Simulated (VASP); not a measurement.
# Al7Si (Fm-3m) in VASP: single point with PBE

Aim: the single point of Al7Si with PBE.

Everything below comes from runs of VASP 6.6.1. Logs are shortened: lines on timing, memory, paths and dates and some standing lists are left out, and cuts for length are marked.

### 1 The cell of the first run

It takes space group Fm-3m (No. 225, cubic). Conventional cell: a = 8.037 Å, b = 8.037 Å, c = 8.037 Å, α = 90.00°, β = 90.00°, γ = 90.00°. Within 3.7 Å of Al (site symmetry mmm) lie 10 Al at 2.84 Å and 2 Si at 2.84 Å. Al (site symmetry m-3m) has 12 Al at 2.84 Å within 3.7 Å. Within 3.7 Å of Si (site symmetry m-3m) lie 12 Al at 2.84 Å.

### 2 Single point, PBE

Contents of INCAR:

```
ALGO     = Normal         # electronic algorithm
EDIFF    = 1E-6           # SCF threshold, eV
ENCUT    = 520            # plane-wave cutoff, eV
GGA      = PE             # functional
ISIF     = 2              # what is computed and relaxed
ISMEAR   = 0              # smearing method
LASPH    = True           # aspherical terms in the spheres
LCHARG   = True           # write CHGCAR
LELF     = True           # ELF
LREAL    = False          # projectors in reciprocal space
LVHAR    = True         
LWAVE    = False          # write WAVECAR
NBANDS   = 22             # bands
NELM     = 100            # most SCF steps
PREC     = Accurate       # precision mode
SIGMA    = 0.1            # smearing width, eV
```

Contents of KPOINTS:

```
k-points
0
Gamma
  8 8 8
```

Contents of POSCAR:

```
Al7Si
1.0
    0.0000000000      4.0186148666      4.0186148666
    4.0186148666      0.0000000000      4.0186148666
    4.0186148666      4.0186148666      0.0000000000
Al Si
7 1
Direct
    0.0000000000      0.0000000000      0.5000000000
    0.0000000000      0.5000000000      0.0000000000
    0.0000000000      0.5000000000      0.5000000000
    0.5000000000      0.0000000000      0.0000000000
    0.5000000000      0.0000000000      0.5000000000
    0.5000000000      0.5000000000      0.0000000000
    0.5000000000      0.5000000000      0.5000000000
    0.0000000000      0.0000000000      0.0000000000
```

Potentials or basis: VASP PAW PBE potentials, release 64 (Al, Si).

Run with:

```console
$ cat potpaw_PBE.64/Al/POTCAR potpaw_PBE.64/Si/POTCAR > POTCAR
$ mpirun -np 1 vasp_std > vasp.out
```

OUTCAR:

```text
EDIFF = 1E-6
   ENCUT = 520
   GGA = PE
   ISIF = 2
   ISMEAR = 0
   LASPH = True
   LREAL = False
   NELM = 100
   PREC = Accurate

 ion  position               nearest neighbor table
   1  0.000  0.000  0.500-   3 2.84   5 2.84   8 2.84   2 2.84   4 2.84   8 2.84   2 2.84   3 2.84
                             7 2.84   4 2.84   5 2.84   7 2.84
   2  0.000  0.500  0.000-   3 2.84   6 2.84   8 2.84   1 2.84   3 2.84   7 2.84   1 2.84   4 2.84
                             8 2.84   4 2.84   6 2.84   7 2.84
   3  0.000  0.500  0.500-   1 2.84   2 2.84   7 2.84   2 2.84   6 2.84   8 2.84   1 2.84   5 2.84
                             8 2.84   5 2.84   6 2.84   7 2.84
   4  0.500  0.000  0.000-   5 2.84   6 2.84   8 2.84   1 2.84   5 2.84   7 2.84   2 2.84   6 2.84
                             7 2.84   1 2.84   2 2.84   8 2.84
   5  0.500  0.000  0.500-   1 2.84   4 2.84   7 2.84   4 2.84   6 2.84   8 2.84   3 2.84   6 2.84
                             7 2.84   1 2.84   3 2.84   8 2.84
   6  0.500  0.500  0.000-   2 2.84   4 2.84   7 2.84   3 2.84   5 2.84   7 2.84   4 2.84   5 2.84
                             8 2.84   2 2.84   3 2.84   8 2.84
   7  0.500  0.500  0.500-   3 2.84   5 2.84   6 2.84   2 2.84   4 2.84   6 2.84   1 2.84   4 2.84
                             5 2.84   1 2.84   2 2.84   3 2.84
   8  0.000  0.000  0.000-   1 2.84   2 2.84   4 2.84   1 2.84   3 2.84   5 2.84   2 2.84   3 2.84
                             6 2.84   4 2.84   5 2.84   6 2.84

  LATTYP: Found a face centered cubic cell.
 ALAT       =     8.0372297332

  Lattice vectors:

 A1 = (   0.0000000000,   4.0186148666,   4.0186148666)
 A2 = (   4.0186148666,   0.0000000000,   4.0186148666)
 A3 = (   4.0186148666,   4.0186148666,   0.0000000000)

Analysis of symmetry for initial positions (statically):
=====================================================================
 Subroutine PRICEL returns:
 Original cell was already a primitive cell.

 Routine SETGRP: Setting up the symmetry group for a
 face centered cubic supercell.

 Subroutine GETGRP returns: Found 48 space group operations
 (whereof 48 operations were pure point group operations)
 out of a pool of 48 trial point group operations.

The static configuration has the point symmetry O_h .

Analysis of symmetry for dynamics (positions and initial velocities):
=====================================================================
 Subroutine PRICEL returns:
 Original cell was already a primitive cell.

 Routine SETGRP: Setting up the symmetry group for a
 face centered cubic supercell.

 Subroutine GETGRP returns: Found 48 space group operations
 (whereof 48 operations were pure point group operations)
 out of a pool of 48 trial point group operations.

The dynamic configuration has the point symmetry O_h .

 Subroutine INISYM returns: Found 48 space group operations
 (whereof 48 operations are pure point group operations),
 and found     1 'primitive' translations

----------------------------------------------------------------------------------------

                                     Primitive cell

  volume of cell :     129.7954

  direct lattice vectors                    reciprocal lattice vectors
     0.000000000  4.018614867  4.018614867    -0.124420980  0.124420980  0.124420980
     4.018614867  0.000000000  4.018614867     0.124420980 -0.124420980  0.124420980
     4.018614867  4.018614867  0.000000000     0.124420980  0.124420980 -0.124420980

  length of vectors
     5.683179646  5.683179646  5.683179646     0.215503459  0.215503459  0.215503459

  position of ions in fractional coordinates (direct lattice)
     0.000000000  0.000000000  0.500000000
     0.000000000  0.500000000  0.000000000
     0.000000000  0.500000000  0.500000000
     0.500000000  0.000000000  0.000000000
     0.500000000  0.000000000  0.500000000
     0.500000000  0.500000000  0.000000000
     0.500000000  0.500000000  0.500000000
     0.000000000  0.000000000  0.000000000

  ion indices of the primitive-cell ions
   primitive index   ion index
                 1           1
                 2           2
                 3           3
                 4           4
                 5           5
                 6           6
                 7           7
                 8           8

----------------------------------------------------------------------------------------

 KPOINTS: k-points

Automatic generation of k-mesh.
 Grid dimensions read from file:
 generate k-points for:    8    8    8

 Generating k-lattice:

  Cartesian coordinates                     Fractional coordinates (reciprocal lattice)
    -0.015552623  0.015552623  0.015552623     0.125000000  0.000000000  0.000000000
     0.015552623 -0.015552623  0.015552623     0.000000000  0.125000000  0.000000000
     0.015552623  0.015552623 -0.015552623     0.000000000  0.000000000  0.125000000

  Length of vectors
     0.026937932  0.026937932  0.026937932

  Shift w.r.t. Gamma in fractional coordinates (k-lattice)
     0.000000000  0.000000000  0.000000000

 Subroutine IBZKPT returns following result:
 ===========================================

 Found     29 irreducible k-points:

 Following reciprocal coordinates:
            Coordinates               Weight
  0.000000  0.000000  0.000000      1.000000
  0.125000  0.000000  0.000000      8.000000
  0.250000  0.000000  0.000000      8.000000
  0.375000  0.000000  0.000000      8.000000
  0.500000  0.000000  0.000000      4.000000
  0.125000  0.125000  0.000000      6.000000
[... 16 lines left out ...]
  0.500000  0.250000  0.125000     48.000000
 -0.375000  0.250000  0.125000     24.000000
 [... further k-points ...]
   k-points           NKPTS =     29   k-points in BZ     NKDIM =     29   number of bands    NBANDS=     22
   number of dos      NEDOS =    301   number of ions     NIONS =      8
   total plane-waves  NPLWV =  74088
   dimension x,y,z NGX =    42 NGY =   42 NGZ =   42
   dimension x,y,z NGXF=    84 NGYF=   84 NGZF=   84
   ions per type =               7   1
   NGX,Y,Z   is equivalent  to a cutoff of  12.29, 12.29, 12.29 a.u.
   NGXF,Y,Z  is equivalent  to a cutoff of  24.57, 24.57, 24.57 a.u.
 SYSTEM =  unknown system
   PREC   = accura    normal or accurate (medium, high low for compatibility)
   ISTART =      0    job   : 0-new  1-cont  2-samecut
   ICHARG =      2    charge: 1-file 2-atom 10-const
   ISPIN  =      1    spin polarized calculation?
   LNONCOLLINEAR =      F non collinear calculations
   LSORBIT =      F    spin-orbit coupling
   LASPH  =      T    aspherical Exc in radial PAW
   ENCUT  =  520.0 eV  38.22 Ry    6.18 a.u.  10.57 10.57 10.57*2*pi/ulx,y,z
   NELM   =    100;   NELMIN=  2; NELMDL= -5     # of ELM steps
   EDIFF  = 0.1E-05   stopping-criterion for ELM
   LREAL  =      F    real-space projection
   EDIFFG = 0.1E-04   stopping-criterion for IOM
   NSW    =      0    number of steps for IOM
   IBRION =     -1    ionic relax: 0-MD 1-quasi-New 2-CG
   NFREE  =      0    steps in history (QN), initial steepest desc. (CG)
   ISIF   =      2    stress and relaxation
   ISYM   =      2    0-nonsym 1-usesym 2-fastsym
   POTIM  = 0.5000    time-step for ionic-motion
   TEBEG  =    0.0;   TEEND  =   0.0 temperature during run
   PSTRESS=    0.0 pullay stress
   NELECT =      25.0000    total number of electrons
   NUPDOWN=      -1.0000    fix difference up-down
   EMIN   =  10.00;   EMAX   =-10.00  energy-range for DOS
   EFERMI =   0.00;   METHOD = LEGACY
   ISMEAR =     0;   SIGMA  =   0.10  broadening in eV -4-tet -1-fermi 0-gaus
   EFERMI_NEDOS =   21; number of points for ismear=-14 and -15
   IALGO  =     38    algorithm
   IMIX   =      4    mixing-type and parameters
     AMIX     =   0.40;   BMIX     =  1.00
     AMIX_MAG =   1.60;   BMIX_MAG =  1.00
  volume/ion in A,a.u.               =      16.22       109.49
  Fermi-wavevector in a.u.,A,eV,Ry     =   0.945442  1.786627 12.161724  0.893861
  Thomas-Fermi vector in A             =   2.073344
   LORBIT       =      0    0 simple, 1 ext, 2 COOP (PROOUT), +10 PAW based schemes
   GGA     = PE    functional components
   LHFCALC =     F    Hartree Fock is set to
   AEXX    =    0.0000 exact exchange contribution
   IVDW    =     0    specifies the selected vdW correction
   LEPSILON=     F    determine dielectric tensor
   LRPA    =     F    only Hartree local field effects (RPA)
 non-spin polarized calculation
 Gauss-broadening in eV      SIGMA  =   0.10
  energy-cutoff  :      520.00
  volume of cell :      129.80
 maximum number of plane-waves:      3523
   NGX = 21   NGY = 21   NGZ = 21

 number of electron      25.0000001 magnetization

 Free energy of the ion-electron system (eV)
  ---------------------------------------------------
  ext. energy  EPLUGINS =         0.00000000
  ---------------------------------------------------
  free energy    TOTEN  =       -31.21069070 eV

  energy without entropy =      -31.19199423  energy(sigma->0) =      -31.20134247

 E-fermi :   8.3082     XC(G=0): -10.3152

 val. band max:        8.2953094184   @ k =   0.5000   0.3750   0.0000
 cond. band min:       8.3474774788   @ k =  -0.2500   0.1250   0.0000
 fundamental gap:      0.0521680604
 Fermi energy:         8.3082053263

 k-point     1 :       0.0000    0.0000    0.0000
  band No.  band energies     occupation
      1      -3.4012      2.00000
      2       2.0688      2.00000
      3       3.2282      2.00000
      4       3.2282      2.00000
      5       3.2282      2.00000
      6       3.5999      2.00000
[... 14 lines left out ...]
     21      13.4158      0.00000
     22      13.9325      0.00000

 k-point     2 :       0.1250    0.0000    0.0000
  band No.  band energies     occupation
      1      -3.2978      2.00000
      2       1.4805      2.00000
      3       2.6152      2.00000
      4       3.0045      2.00000
      5       3.0045      2.00000
      6       3.7599      2.00000
[... 14 lines left out ...]
     21      14.0238      0.00000
     22      14.3895      0.00000
[... 523 lines left out ...]
     21      12.7890      0.00000
     22      13.0074      0.00000

 k-point    24 :      -0.3750    0.2500    0.1250
  band No.  band energies     occupation
      1      -1.8021      2.00000
      2      -1.0798      2.00000
      3       0.6760      2.00000
      4       1.1523      2.00000
      5       3.0457      2.00000
      6       3.1616      2.00000
[... 14 lines left out ...]
     21      12.0896      0.00000
     22      12.3434      0.00000

 [... further k-points ...]
[... 5 lines left out ...]
  --------------------------------------------------------------------------------------
  -------------------------------------------------------------------------------------
  Total       -0.0451274     -0.0451274     -0.0451274      0.0000000      0.0000000      0.0000000
  in kB       -0.5570465     -0.5570465     -0.5570465      0.0000000      0.0000000      0.0000000
  external PRESSURE =      -0.5570465 kB  Pullay stress =       0.0000000 kB

 VOLUME and BASIS-vectors are now :
 -----------------------------------------------------------------------------
  energy-cutoff  :      520.00
  volume of cell :      129.80
      direct lattice vectors                 reciprocal lattice vectors
     0.000000000  4.018614867  4.018614867    -0.124420980  0.124420980  0.124420980
     4.018614867  0.000000000  4.018614867     0.124420980 -0.124420980  0.124420980
     4.018614867  4.018614867  0.000000000     0.124420980  0.124420980 -0.124420980

 POSITION                                       TOTAL-FORCE (eV/Angst)
 -----------------------------------------------------------------------------------
      2.00931      2.00931      0.00000         0.000000     -0.000000      0.000000
      2.00931      0.00000      2.00931         0.000000      0.000000     -0.000000
      4.01861      2.00931      2.00931         0.000000      0.000000     -0.000000
      0.00000      2.00931      2.00931         0.000000      0.000000      0.000000
      2.00931      4.01861      2.00931        -0.000000      0.000000      0.000000
      2.00931      2.00931      4.01861         0.000000      0.000000      0.000000
      4.01861      4.01861      4.01861         0.000000      0.000000     -0.000000
      0.00000      0.00000      0.00000         0.000000      0.000000      0.000000
 -----------------------------------------------------------------------------------
    total drift:                                0.000000      0.000000     -0.000000

  FREE ENERGIE OF THE ION-ELECTRON SYSTEM (eV)
  ---------------------------------------------------
  free  energy   TOTEN  =       -31.2106906993 eV

  energy  without entropy=      -31.1919942329  energy(sigma->0) =      -31.20134247
```

Run time: 58 s. Hardware: 1 thread of Intel Xeon Platinum 8259CL at 2.50GHz (Skylake/Cascade Lake), shared host; peak memory 0.27 GiB.

What came out:

```
Free energy : -31.2107 eV
Pressure    : -0.1 GPa
```

Levels at points of the mesh, in eV from the Fermi level:
```
           k point  band 9  band 10  band 11  band 12  band 13  band 14  band 15  band 16
(0.00, 0.00, 0.00)   -4.47    -3.26    -3.26    -3.26    -2.25    -1.69    -1.69     4.73
(0.50, 0.00, 0.00)   -1.47    -1.44    -1.06    -1.06    -0.86    -0.86     2.67     2.78
(0.50, 0.50, 0.00)   -0.94    -0.94    -0.56    -0.28     0.04     0.59     1.14     1.14
```
